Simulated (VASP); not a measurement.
# Al (Fm-3m) in VASP: notebook

Al is run at these levels: PBEsol; tasks: single point.

Program: VASP 6.6.1. These are calculated values, not measurements. Logs are shortened: lines on timing, memory, paths and dates and some standing lists are left out, and cuts for length are marked.

## Step 1: The cell of the first run

The structure is cubic, space group Fm-3m (No. 225). The conventional cell has a = 3.797 Å, b = 3.797 Å, c = 3.797 Å, α = 90.00°, β = 90.00°, γ = 90.00°. Within 3.5 Å of Al (site symmetry m-3m) lie 12 Al at 2.69 Å.

## Step 2: Single point, PBEsol

Input file INCAR:

```
SYSTEM = Al
PREC = Accurate
ENCUT = 520
EDIFF = 1E-6
ISMEAR = -1
SIGMA = 0.05
LREAL = .False.
LASPH = .True.
NELM = 80
ALGO = Normal
ISIF = 2
LWAVE = .False.
LCHARG = .True.
GGA = PS
LELF = .True.
LVHAR = .True.
NBANDS = 8
```

Input file KPOINTS:

```
Automatic mesh
0
Gamma
  11 11 11
  0 0 0
```

Input file POSCAR:

```
Al
1.0
    0.0000000000      1.8985821590      1.8985821590
    1.8985821590      0.0000000000      1.8985821590
    1.8985821590      1.8985821590      0.0000000000
Al
1
Direct
    0.0000000000      0.0000000000      0.0000000000
```

Potentials or basis: VASP PAW PBE potentials, release 64 (Al).

Run with:

```sh
cat potpaw_PBE.64/Al/POTCAR > POTCAR
mpirun -np 1 vasp_std > vasp.out
```

OUTCAR:

```text
SYSTEM = Al
   PREC = Accurate
   ENCUT = 520
   EDIFF = 1E-6
   ISMEAR = -1
   LREAL = .False.
   LASPH = .True.
   NELM = 80
   ISIF = 2
   GGA = PS

 ion  position               nearest neighbor table
   1  0.000  0.000  0.000-

  LATTYP: Found a face centered cubic cell.
 ALAT       =     3.7971643180

  Lattice vectors:

 A1 = (   0.0000000000,   1.8985821590,   1.8985821590)
 A2 = (   1.8985821590,   0.0000000000,   1.8985821590)
 A3 = (   1.8985821590,   1.8985821590,   0.0000000000)

Analysis of symmetry for initial positions (statically):
=====================================================================
 Subroutine PRICEL returns:
 Original cell was already a primitive cell.

 Routine SETGRP: Setting up the symmetry group for a
 face centered cubic supercell.

 Subroutine GETGRP returns: Found 48 space group operations
[... 9 lines left out ...]

 Routine SETGRP: Setting up the symmetry group for a
 face centered cubic supercell.

 Subroutine GETGRP returns: Found 48 space group operations
 (whereof 48 operations were pure point group operations)
 out of a pool of 48 trial point group operations.

The dynamic configuration has the point symmetry O_h .

 Subroutine INISYM returns: Found 48 space group operations
 (whereof 48 operations are pure point group operations),
 and found     1 'primitive' translations

----------------------------------------------------------------------------------------

                                     Primitive cell

  volume of cell :      13.6873

  direct lattice vectors                    reciprocal lattice vectors
     0.000000000  1.898582159  1.898582159    -0.263354418  0.263354418  0.263354418
     1.898582159  0.000000000  1.898582159     0.263354418 -0.263354418  0.263354418
     1.898582159  1.898582159  0.000000000     0.263354418  0.263354418 -0.263354418

  length of vectors
     2.685000639  2.685000639  2.685000639     0.456143233  0.456143233  0.456143233

  position of ions in fractional coordinates (direct lattice)
     0.000000000  0.000000000  0.000000000

  ion indices of the primitive-cell ions
   primitive index   ion index
                 1           1

----------------------------------------------------------------------------------------

 KPOINTS: Automatic mesh

Automatic generation of k-mesh.
 Grid dimensions read from file:
 generate k-points for:   11   11   11

 Generating k-lattice:

  Cartesian coordinates                     Fractional coordinates (reciprocal lattice)
    -0.023941311  0.023941311  0.023941311     0.090909091  0.000000000  0.000000000
     0.023941311 -0.023941311  0.023941311     0.000000000  0.090909091  0.000000000
     0.023941311  0.023941311 -0.023941311     0.000000000  0.000000000  0.090909091

  Length of vectors
     0.041467567  0.041467567  0.041467567

  Shift w.r.t. Gamma in fractional coordinates (k-lattice)
     0.000000000  0.000000000  0.000000000

 Subroutine IBZKPT returns following result:
 ===========================================

 Found     56 irreducible k-points:

 Following reciprocal coordinates:
            Coordinates               Weight
  0.000000  0.000000  0.000000      1.000000
  0.090909  0.000000  0.000000      8.000000
  0.181818  0.000000  0.000000      8.000000
  0.272727  0.000000  0.000000      8.000000
  0.363636  0.000000  0.000000      8.000000
  0.454545  0.000000  0.000000      8.000000
[... 16 lines left out ...]
 -0.272727  0.181818  0.000000     24.000000
 -0.181818  0.181818  0.000000     12.000000
 [... further k-points ...]
   k-points           NKPTS =     56   k-points in BZ     NKDIM =     56   number of bands    NBANDS=      8
   number of dos      NEDOS =    301   number of ions     NIONS =      1
   total plane-waves  NPLWV =   8000
   dimension x,y,z NGX =    20 NGY =   20 NGZ =   20
   dimension x,y,z NGXF=    40 NGYF=   40 NGZF=   40
   ions per type =               1
   NGX,Y,Z   is equivalent  to a cutoff of  12.38, 12.38, 12.38 a.u.
   NGXF,Y,Z  is equivalent  to a cutoff of  24.77, 24.77, 24.77 a.u.
 SYSTEM =  Al
   PREC   = accura    normal or accurate (medium, high low for compatibility)
   ISTART =      0    job   : 0-new  1-cont  2-samecut
   ICHARG =      2    charge: 1-file 2-atom 10-const
   ISPIN  =      1    spin polarized calculation?
   LNONCOLLINEAR =      F non collinear calculations
   LSORBIT =      F    spin-orbit coupling
   LASPH  =      T    aspherical Exc in radial PAW
   ENCUT  =  520.0 eV  38.22 Ry    6.18 a.u.   4.99  4.99  4.99*2*pi/ulx,y,z
   NELM   =     80;   NELMIN=  2; NELMDL= -5     # of ELM steps
   EDIFF  = 0.1E-05   stopping-criterion for ELM
   LREAL  =      F    real-space projection
   EDIFFG = 0.1E-04   stopping-criterion for IOM
   NSW    =      0    number of steps for IOM
   IBRION =     -1    ionic relax: 0-MD 1-quasi-New 2-CG
   NFREE  =      0    steps in history (QN), initial steepest desc. (CG)
   ISIF   =      2    stress and relaxation
   ISYM   =      2    0-nonsym 1-usesym 2-fastsym
   POTIM  = 0.5000    time-step for ionic-motion
   TEBEG  =    0.0;   TEEND  =   0.0 temperature during run
   PSTRESS=    0.0 pullay stress
   NELECT =       3.0000    total number of electrons
   NUPDOWN=      -1.0000    fix difference up-down
   EMIN   =  10.00;   EMAX   =-10.00  energy-range for DOS
   EFERMI =   0.00;   METHOD = LEGACY
   ISMEAR =    -1;   SIGMA  =   0.05  broadening in eV -4-tet -1-fermi 0-gaus
   EFERMI_NEDOS =   21; number of points for ismear=-14 and -15
   IALGO  =     38    algorithm
   IMIX   =      4    mixing-type and parameters
     AMIX     =   0.40;   BMIX     =  1.00
     AMIX_MAG =   1.60;   BMIX_MAG =  1.00
  volume/ion in A,a.u.               =      13.69        92.37
  Fermi-wavevector in a.u.,A,eV,Ry     =   0.987058  1.865269 13.255922  0.974283
  Thomas-Fermi vector in A             =   2.118484
   LORBIT       =      0    0 simple, 1 ext, 2 COOP (PROOUT), +10 PAW based schemes
   GGA     = PS    functional components
   LHFCALC =     F    Hartree Fock is set to
   AEXX    =    0.0000 exact exchange contribution
   IVDW    =     0    specifies the selected vdW correction
   LEPSILON=     F    determine dielectric tensor
   LRPA    =     F    only Hartree local field effects (RPA)
 non-spin polarized calculation
  energy-cutoff  :      520.00
  volume of cell :       13.69
 maximum number of plane-waves:       376
   NGX =  9   NGY =  9   NGZ =  9

 number of electron       3.0000000 magnetization

 Free energy of the ion-electron system (eV)
  ---------------------------------------------------
  ext. energy  EPLUGINS =         0.00000000
  ---------------------------------------------------
  free energy    TOTEN  =        -3.96411608 eV

  energy without entropy =       -3.96099532  energy(sigma->0) =       -3.96255570

 E-fermi :  10.0399     XC(G=0): -10.9589

 val. band max:        9.8400463327   @ k =  -0.4545   0.3636   0.0000
 cond. band min:      10.0663509030   @ k =   0.4545   0.1818   0.0909
 fundamental gap:      0.2263045703
 Fermi energy:        10.0398834443

 k-point     1 :       0.0000    0.0000    0.0000
  band No.  band energies     occupation
      1      -2.4441      2.00000
      2      23.7146      0.00000
      3      23.7146      0.00000
      4      23.7146      0.00000
      5      26.7413      0.00000
      6      26.7413      0.00000
      7      26.7413      0.00000
      8      27.9522      0.00000

 k-point     2 :       0.0909    0.0000    0.0000
  band No.  band energies     occupation
      1      -2.1902      2.00000
      2      20.7560      0.00000
      3      23.2788      0.00000
      4      23.2788      0.00000
      5      26.9345      0.00000
      6      27.5880      0.00000
      7      27.5880      0.00000
      8      30.2778      0.00000

 k-point     3 :       0.1818    0.0000    0.0000
  band No.  band energies     occupation
      1      -1.4319      2.00000
      2      16.7389      0.00000
      3      22.6271      0.00000
      4      22.6271      0.00000
      5      26.4875      0.00000
      6      28.1568      0.00000
      7      28.1568      0.00000
      8      29.5165      0.00000

 k-point     4 :       0.2727    0.0000    0.0000
  band No.  band energies     occupation
      1      -0.1791      2.00000
      2      12.9382      0.00000
      3      22.2176      0.00000
      4      22.2176      0.00000
      5      26.1398      0.00000
      6      26.2600      0.00000
      7      26.2600      0.00000
      8      30.8027      0.00000

 k-point     5 :       0.3636    0.0000    0.0000
  band No.  band energies     occupation
      1       1.5513      2.00000
      2       9.4883      1.99997
      3      22.1343      0.00000
      4      22.1343      0.00000
      5      24.7391      0.00000
      6      24.7391      0.00000
      7      26.1098      0.00000
      8      29.2290      0.00000

 k-point     6 :       0.4545    0.0000    0.0000
  band No.  band energies     occupation
      1       3.7199      2.00000
      2       6.4564      2.00000
      3      22.3107      0.00000
      4      22.3107      0.00000
      5      23.7503      0.00000
      6      23.7503      0.00000
      7      26.3628      0.00000
      8      28.1210      0.00000

 k-point     7 :       0.0909    0.0909    0.0000
  band No.  band energies     occupation
      1      -2.1057      2.00000
      2      21.8533      0.00000
      3      22.0350      0.00000
      4      22.0350      0.00000
      5      25.9002      0.00000
      6      28.2972      0.00000
      7      28.9408      0.00000
      8      28.9408      0.00000

 k-point     8 :       0.1818    0.0909    0.0000
  band No.  band energies     occupation
      1      -1.5159      2.00000
      2      18.1728      0.00000
      3      21.0791      0.00000
      4      22.3118      0.00000
      5      25.6845      0.00000
      6      26.5305      0.00000
      7      29.0888      0.00000
      8      30.5226      0.00000

 k-point     9 :       0.2727    0.0909    0.0000
  band No.  band energies     occupation
      1      -0.4285      2.00000
      2      14.3390      0.00000
      3      20.4950      0.00000
      4      21.9319      0.00000
      5      23.8607      0.00000
      6      28.3095      0.00000
      7      28.8013      0.00000
      8      29.0312      0.00000

 k-point    10 :       0.3636    0.0909    0.0000
  band No.  band energies     occupation
      1       1.1419      2.00000
      2      10.7887      0.00000
      3      20.3042      0.00000
      4      21.2576      0.00000
      5      22.6855      0.00000
      6      27.4047      0.00000
      7      28.7101      0.00000
      8      30.4747      0.00000
[... 78 lines left out ...]
 k-point    18 :       0.2727    0.1818    0.0000
  band No.  band energies     occupation
      1      -0.1790      2.00000
      2      16.0481      0.00000
      3      19.1838      0.00000
      4      20.0063      0.00000
      5      21.0320      0.00000
      6      24.8902      0.00000
      7      31.9746      0.00000
      8      33.0442      0.00000

 k-point    19 :       0.3636    0.1818    0.0000
  band No.  band energies     occupation
      1       1.2238      2.00000
      2      12.4890      0.00000
      3      18.4684      0.00000
      4      18.8501      0.00000
      5      20.7895      0.00000
      6      26.9641      0.00000
      7      30.4746      0.00000
      8      33.1006      0.00000

 k-point    20 :       0.4545    0.1818    0.0000
  band No.  band energies     occupation
      1       3.0907      2.00000
      2       9.2293      2.00000
      3      17.0244      0.00000
      4      18.9285      0.00000
      5      20.9342      0.00000
      6      29.1141      0.00000
      7      29.7440      0.00000
      8      32.9175      0.00000

 k-point    21 :      -0.4545    0.1818    0.0000
  band No.  band energies     occupation
      1       5.3029      2.00000
      2       6.4512      2.00000
      3      15.9658      0.00000
      4      19.4234      0.00000
      5      21.5058      0.00000
      6      28.0818      0.00000
      7      31.1598      0.00000
      8      33.4033      0.00000

 k-point    22 :      -0.3636    0.1818    0.0000
  band No.  band energies     occupation
      1       3.8101      2.00000
      2       8.2102      2.00000
      3      15.3525      0.00000
      4      20.3407      0.00000
      5      22.5236      0.00000
      6      27.4058      0.00000
      7      30.5609      0.00000
      8      33.6296      0.00000

 k-point    23 :      -0.2727    0.1818    0.0000
  band No.  band energies     occupation
      1       1.7963      2.00000
      2      11.2663      0.00000
      3      15.2615      0.00000
      4      21.6854      0.00000
      5      23.9597      0.00000
      6      27.0159      0.00000
      7      30.0579      0.00000
      8      30.6083      0.00000

 k-point    24 :      -0.1818    0.1818    0.0000
  band No.  band energies     occupation
      1       0.2354      2.00000
      2      14.1380      0.00000
      3      16.1912      0.00000
      4      23.4539      0.00000
      5      25.7398      0.00000
      6      26.3499      0.00000
      7      28.6087      0.00000
      8      29.3961      0.00000

 [... further k-points ...]
[... 5 lines left out ...]
  --------------------------------------------------------------------------------------
  -------------------------------------------------------------------------------------
  Total        1.7296520      1.7296520      1.7296520      0.0000000      0.0000000     -0.0000000
  in kB      202.4655426    202.4655426    202.4655426      0.0000000      0.0000000     -0.0000000
  external PRESSURE =     202.4655426 kB  Pullay stress =       0.0000000 kB

 VOLUME and BASIS-vectors are now :
 -----------------------------------------------------------------------------
  energy-cutoff  :      520.00
  volume of cell :       13.69
      direct lattice vectors                 reciprocal lattice vectors
     0.000000000  1.898582159  1.898582159    -0.263354418  0.263354418  0.263354418
     1.898582159  0.000000000  1.898582159     0.263354418 -0.263354418  0.263354418
     1.898582159  1.898582159  0.000000000     0.263354418  0.263354418 -0.263354418

 POSITION                                       TOTAL-FORCE (eV/Angst)
 -----------------------------------------------------------------------------------
      0.00000      0.00000      0.00000         0.000000      0.000000      0.000000
 -----------------------------------------------------------------------------------
    total drift:                               -0.000000     -0.000000     -0.000000

  FREE ENERGIE OF THE ION-ELECTRON SYSTEM (eV)
  ---------------------------------------------------
  free  energy   TOTEN  =        -3.9641160815 eV

  energy  without entropy=       -3.9609953154  energy(sigma->0) =       -3.96255570
```

It took 10 s on 1 thread of AMD EPYC 7R13, shared host; peak memory 0.09 GiB.

Results:

```
Free energy : -3.9641 eV
Pressure    : 20.2 GPa
```

Caveat: the PAW data sets were made with another functional, which shifts forces and pressure a little.

## Step 3: Single point, PBEsol

This run uses another cell than the first one, of 16.21 Å³/atom, 1.184 times its volume.

Input file INCAR:

```
ALGO = Normal
EDIFF = 1E-6
ENCUT = 520
GGA = PS
ISIF = 2
ISMEAR = -1
LASPH = True
LCHARG = True
LELF = True
LREAL = False
LVHAR = True
LWAVE = False
NBANDS = 8
NELM = 100
PREC = Accurate
SIGMA = 0.05
```

Input file KPOINTS:

```
k-points
0
Gamma
  11 11 11
```

Input file POSCAR:

```
Al
1.0
    0.0000000000      2.0085750550      2.0085750550
    2.0085750550      0.0000000000      2.0085750550
    2.0085750550      2.0085750550      0.0000000000
Al
1
Direct
    0.0000000000      0.0000000000      0.0000000000
```

Potentials or basis: VASP PAW PBE potentials, release 64 (Al).

Run with:

```sh
cat potpaw_PBE.64/Al/POTCAR > POTCAR
mpirun -np 1 vasp_std > vasp.out
```

It took 14 s on 1 thread of AMD EPYC 7R13, shared host; peak memory 0.1 GiB.

Results (log left out):

```
Free energy : -4.1018 eV
Pressure    : 0.0 GPa
```

Levels at points of the mesh, in eV from the Fermi level:
| k point | band 1 | band 2 | band 3 | band 4 | band 5 | band 6 |
| --- | --- | --- | --- | --- | --- | --- |
| (0.00, 0.00, 0.00) | -11.26 | 12.69 | 12.69 | 12.69 | 14.32 | 14.32 |

Caveat: the PAW data sets were made with another functional, which shifts forces and pressure a little.

## Step 4: Single point, PBEsol

This run uses another cell than the first one, of 15.36 Å³/atom, 1.122 times its volume.

Input file INCAR:

```
ALGO = Normal ; EDIFF = 1E-7
ENCUT = 520 ; GGA = PS
ISIF = 2 ; ISMEAR = -1
LASPH = True ; LCHARG = False
LREAL = False ; LWAVE = False
NBANDS = 8 ; NELM = 60
PREC = Accurate ; SIGMA = 0.05
```

KPOINTS is that of step 3.

Input file POSCAR:

```
Al
1.0
    0.0000000000      1.9729194150      1.9729194150
    1.9729194150      0.0000000000      1.9729194150
    1.9729194150      1.9729194150      0.0000000000
Al
1
Direct
    0.0000000000      0.0000000000      0.0000000000
```

Run with:

```sh
cat potpaw_PBE.64/Al/POTCAR > POTCAR
mpirun -np 1 vasp_std > vasp.out
```

Run time: 17 s. Hardware: 1 thread of AMD EPYC 7R13, shared host; peak memory 0.1 GiB.

Results (log left out):

```
Free energy : -4.0888 eV
Pressure    : 5.1 GPa
```

Levels at points of the mesh, in eV from the Fermi level:
| k point | band 1 | band 2 | band 3 | band 4 |
| --- | --- | --- | --- | --- |
| (0.00, 0.00, 0.00) | -11.63 | 13.01 | 13.01 | 13.01 |

Caveat: the PAW data sets were made with another functional, which shifts forces and pressure a little.

## Step 5: Overview

| cell | gap on the mesh (eV) | pressure (GPa) |
| --- | --- | --- |
| a = 2.685 Å, angles 60.0°, 1 atom | none | 20.2 |
| a = 2.841 Å, angles 60.0°, 1 atom | none | 0.0 |
| a = 2.790 Å, angles 60.0°, 1 atom | none | 5.1 |

Alike in all rows: task single point; level PBEsol; potentials or basis VASP PAW PBE potentials, release 64 (Al); no spin polarisation; k mesh 11 × 11 × 11; cutoff (eV) 520; smearing fermi-dirac 0.05 eV.

Caveats: the PAW data sets were made with another functional, which shifts forces and pressure a little.

Absolute energies hang on the potentials; compare differences alone.
